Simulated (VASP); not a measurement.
# Mg6ZrV (P1) in VASP: single point with PBE

Aim: the single point of Mg6ZrV with PBE.

All numbers are computed with VASP 6.6.1; they aren't measurements. Logs are shortened: lines on timing, memory, paths and dates and some standing lists are left out, and cuts for length are marked.

**1. The cell of the first run**

The typed cell holds 8 atoms: a = 4.952 Å, b = 6.346 Å, c = 6.346 Å, α = 59.27°, β = 90.00°, γ = 90.00°.

**2. Single point, PBE, collinear spin, ferromagnetic start (atoms moved at random)**

Input file INCAR:

```
  ALGO = Normal
  EDIFF = 1E-7
  ENCUT = 520
  GGA = PE
  ISIF = 2
  ISMEAR = -1
  ISPIN = 2
  KPAR = 4
  LASPH = True
  LCHARG = False
  LMAXMIX = 4
  LORBIT = 11
  LREAL = False
  LWAVE = False
  MAGMOM = 0 2 0 0 0 0 0 0
  NBANDS = 32
  NELM = 150
  PREC = Accurate
  SIGMA = 0.05
```

Input file KPOINTS:

```
k-points
0
Gamma
  6 5 5
```

Input file POSCAR:

```
Mg6ZrV
1.0
    4.9521320000      0.0000000000      0.0000000000
    0.0000000000      3.1383420000      5.5161275000
    0.0000000000     -3.1383420000      5.5161275000
Zr V Mg
1 1 6
Direct
   -0.0113870000      0.8110490000      0.8196970000
    0.4921190000      0.6825180000      0.6849820000
    0.5077190000      0.1755830000      0.1652250000
    0.4958790000      0.1608720000      0.6704400000
    0.4905780000      0.6773660000      0.1583330000
   -0.0113930000      0.3380070000      0.3308340000
   -0.0040830000      0.3371840000      0.8186060000
    0.0011200000      0.8210630000      0.3397060000
```

Potentials or basis: VASP PAW PBE potentials, release 64 (Zr_sv, V_sv, Mg).

Command:

```sh
cat potpaw_PBE.64/Zr_sv/POTCAR potpaw_PBE.64/V_sv/POTCAR potpaw_PBE.64/Mg/POTCAR > POTCAR
mpirun -np 4 vasp_std > vasp.out
```

OUTCAR:

```text
EDIFF = 1E-7
   ENCUT = 520
   GGA = PE
   ISIF = 2
   ISMEAR = -1
   ISPIN = 2
   LASPH = True
   LORBIT = 11
   LREAL = False
   NELM = 150
   PREC = Accurate

 ion  position               nearest neighbor table
   1  0.989  0.811  0.820-   2 2.86   2 2.89   7 3.01   8 3.01   5 3.09   6 3.10   4 3.10   5 3.11
                             4 3.16   6 3.19   8 3.33   7 3.34
   2  0.492  0.683  0.685-   1 2.86   1 2.89   5 2.99   4 2.99   8 3.09   3 3.10   7 3.11   7 3.14
                             8 3.16   3 3.18
   3  0.508  0.176  0.165-   6 2.99   7 3.07   2 3.10   8 3.12   6 3.14   4 3.16   5 3.16   7 3.16
                             8 3.17   2 3.18   5 3.19   4 3.19
   4  0.496  0.161  0.670-   2 2.99   5 3.05   7 3.06   7 3.06   6 3.06   1 3.10   6 3.12   3 3.16
                             1 3.16   3 3.19   5 3.23
   5  0.491  0.677  0.158-   2 2.99   8 3.02   4 3.05   6 3.08   1 3.09   6 3.10   8 3.10   1 3.11
                             3 3.16   3 3.19   4 3.23
   6  0.989  0.338  0.331-   3 2.99   4 3.06   5 3.08   7 3.09   8 3.10   1 3.10   5 3.10   4 3.12
                             3 3.14   1 3.19   8 3.25   7 3.25
   7  0.996  0.337  0.819-   1 3.01   8 3.02   4 3.06   4 3.06   3 3.07   6 3.09   2 3.11   2 3.14
                             3 3.16   6 3.25   8 3.26   1 3.34
   8  0.001  0.821  0.340-   1 3.01   5 3.02   7 3.02   2 3.09   6 3.10   5 3.10   3 3.12   2 3.16
                             3 3.17   6 3.25   7 3.26   1 3.33

  LATTYP: Found a base centered orthorhombic cell.
 ALAT       =     6.2766840000
 B/A-ratio  =     1.7576565906
 C/A-ratio  =     0.7889726486

  Lattice vectors:

 A1 = (   0.0000000000,   3.1383420000,  -5.5161275000)
 A2 = (   0.0000000000,   3.1383420000,   5.5161275000)
 A3 = (   4.9521320000,   0.0000000000,   0.0000000000)

Analysis of symmetry for initial positions (statically):
=====================================================================
 Subroutine PRICEL returns:
 Original cell was already a primitive cell.

 Routine SETGRP: Setting up the symmetry group for a
 base centered orthorhombic supercell.

 Subroutine GETGRP returns: Found  1 space group operations
 (whereof  1 operations were pure point group operations)
 out of a pool of  8 trial point group operations.

The static configuration has the point symmetry C_1 .

Analysis of symmetry for dynamics (positions and initial velocities):
=====================================================================
 Subroutine PRICEL returns:
 Original cell was already a primitive cell.

 Routine SETGRP: Setting up the symmetry group for a
 base centered orthorhombic supercell.

 Subroutine GETGRP returns: Found  1 space group operations
 (whereof  1 operations were pure point group operations)
[... 173 lines left out ...]

  energy without entropy =      -25.20363113  energy(sigma->0) =      -25.22565299

 E-fermi :   3.9229     XC(G=0):  -9.2655

 val. band max:        3.9223024417   @ k =   0.1667  -0.4000   0.0000
 cond. band min:       3.9235190162   @ k =   0.0000  -0.2000  -0.4000
 fundamental gap:      0.0012165745
 Fermi energy:         3.9229407985

 spin component 1

 k-point     1 :       0.0000    0.0000    0.0000
  band No.  band energies     occupation
      1     -60.8794      1.00000
      2     -44.7889      1.00000
      3     -34.7650      1.00000
      4     -34.7395      1.00000
      5     -34.7063      1.00000
      6     -22.8881      1.00000
[... 781 lines left out ...]
     29       7.9152      0.00000
     30       8.1927      0.00000

 [... further k-points ...]

 spin component 2

 k-point     1 :       0.0000    0.0000    0.0000
  band No.  band energies     occupation
      1     -58.7637      1.00000
      2     -44.7223      1.00000
      3     -32.6487      1.00000
      4     -32.6433      1.00000
      5     -32.6158      1.00000
      6     -22.7999      1.00000
[... 781 lines left out ...]
     29       8.2477      0.00000
     30       8.3021      0.00000

 [... further k-points ...]

 [bands above 30 left out]

------------------------ aborting loop because EDIFF is reached ----------------------------------------

  FORCE on cell =-STRESS in cart. coord.  units (eV):
  Direction    XX          YY          ZZ          XY          YZ          ZX
  --------------------------------------------------------------------------------------
  -------------------------------------------------------------------------------------
  Total       -0.0132535     -0.0070318      0.9913222      0.0077049     -0.2032936     -0.0935837
  in kB       -0.1238463     -0.0657079      9.2633619      0.0719979     -1.8996668     -0.8744885
  external PRESSURE =       3.0246026 kB  Pullay stress =       0.0000000 kB

 VOLUME and BASIS-vectors are now :
 -----------------------------------------------------------------------------
  energy-cutoff  :      520.00
  volume of cell :      171.46
      direct lattice vectors                 reciprocal lattice vectors
     4.952132000  0.000000000  0.000000000     0.201933228  0.000000000  0.000000000
     0.000000000  3.138342000  5.516127500     0.000000000  0.159319794  0.090643300
     0.000000000 -3.138342000  5.516127500     0.000000000 -0.159319794  0.090643300

 POSITION                                       TOTAL-FORCE (eV/Angst)
 -----------------------------------------------------------------------------------
      4.89574     -0.02714      8.99540         0.095879      0.191509      0.219209
      2.43704     -0.00773      7.54330         0.023326      0.051580     -0.228060
      2.51429      0.03251      1.87994        -0.209503     -0.041294     -0.067609
      2.45566     -1.59920      4.58562        -0.103578      0.041891      0.145680
      2.42941      1.62890      4.60982         0.035981     -0.110416      0.178063
      4.89571      0.02251      3.68941         0.192777     -0.138446     -0.001815
      4.93191     -1.51087      6.37549         0.048097     -0.064350     -0.125385
      0.00555      1.51066      6.40295        -0.082979      0.069526     -0.120082
 -----------------------------------------------------------------------------------
    total drift:                               -0.000316     -0.000122     -0.000331

  FREE ENERGIE OF THE ION-ELECTRON SYSTEM (eV)
  ---------------------------------------------------
  free  energy   TOTEN  =       -25.2476748500 eV

  energy  without entropy=      -25.2036311335  energy(sigma->0) =      -25.22565299

 total charge

# of ion       s       p       d       tot
------------------------------------------
    1        2.196   5.949   1.657   9.802
    2        2.258   6.099   2.987  11.344
    3        0.205   0.129   0.014   0.347
    4        0.216   0.144   0.015   0.375
    5        0.217   0.145   0.015   0.377
    6        0.221   0.142   0.014   0.377
    7        0.215   0.148   0.014   0.377
    8        0.215   0.147   0.014   0.376
--------------------------------------------------
tot          5.742  12.902   4.730  23.374

 magnetization (x)

# of ion       s       p       d       tot
------------------------------------------
    1        0.006   0.013   0.097   0.116
    2        0.038   0.042   2.133   2.212
    3       -0.007   0.000   0.000  -0.006
    4       -0.008  -0.002   0.001  -0.008
    5       -0.008  -0.002   0.001  -0.009
    6        0.006  -0.006  -0.001  -0.001
    7       -0.005  -0.001   0.001  -0.005
    8       -0.005  -0.001   0.001  -0.005
--------------------------------------------------
tot          0.017   0.043   2.233   2.294
```

OSZICAR:

```text
N       E                     dE             d eps       ncg     rms          rms(c)
DAV:   1     0.232545885980E+03    0.23255E+03   -0.17240E+04 11048   0.974E+02
DAV:   2    -0.113351142757E+02   -0.24388E+03   -0.23487E+03 10896   0.256E+02
DAV:   3    -0.260258767585E+02   -0.14691E+02   -0.14244E+02 15760   0.519E+01
[... 11 lines left out ...]
DAV:  15    -0.252476705838E+02   -0.11265E-04   -0.62765E-05 12016   0.399E-02    0.207E-02
DAV:  16    -0.252476730831E+02   -0.24993E-05   -0.15206E-05 11624   0.198E-02    0.978E-03
DAV:  17    -0.252476745260E+02   -0.14429E-05   -0.47164E-06 11864   0.103E-02    0.278E-03
DAV:  18    -0.252476747991E+02   -0.27311E-06   -0.49684E-07 10112   0.333E-03    0.125E-03
DAV:  19    -0.252476748500E+02   -0.50974E-07   -0.75289E-08  6384   0.156E-03
   1 F= -.25247675E+02 E0= -.25225653E+02  d E =-.440437E-01  mag=     2.7689
```

stdout:

```text
POSCAR found type information on POSCAR ZrV Mg
 POSCAR found :  3 types and       8 ions
 scaLAPACK will be used
 LDA part: xc-table for (Slater+PW92), standard interpolation
 POSCAR, INCAR and KPOINTS ok, starting setup
 FFT: planning ... GRIDC
 FFT: planning ... GRID_SOFT
 FFT: planning ... GRID
 WAVECAR not read
 entering main loop
```

Wall time 4.9 min (4 MPI ranks of AMD EPYC 7R13 (Zen 3), shared host); peak memory 0.81 GiB.

Results:

- Free energy: -25.2477 eV
- Pressure: 0.3 GPa
- Largest force: 0.306 eV/Å
- Net moment: 2.77 μB per cell
- Site moments: Zr +0.12; V +2.21; Mg -0.01, -0.00 (each value once) μB
- Valence electrons inside the program's atomic spheres: Zr 9.80; V 11.34; Mg 0.35, 0.38 (each value once)

Forces in eV/Å, atoms in the order of the input:
```
Zr   0.096  0.192  0.219
V    0.023  0.052 -0.228
Mg  -0.210 -0.041 -0.068
Mg  -0.104  0.042  0.146
Mg   0.036 -0.110  0.178
Mg   0.193 -0.138 -0.002
Mg   0.048 -0.064 -0.125
Mg  -0.083  0.070 -0.120
```

Caveat: the cell differs from its parent crystal (atoms moved at random).
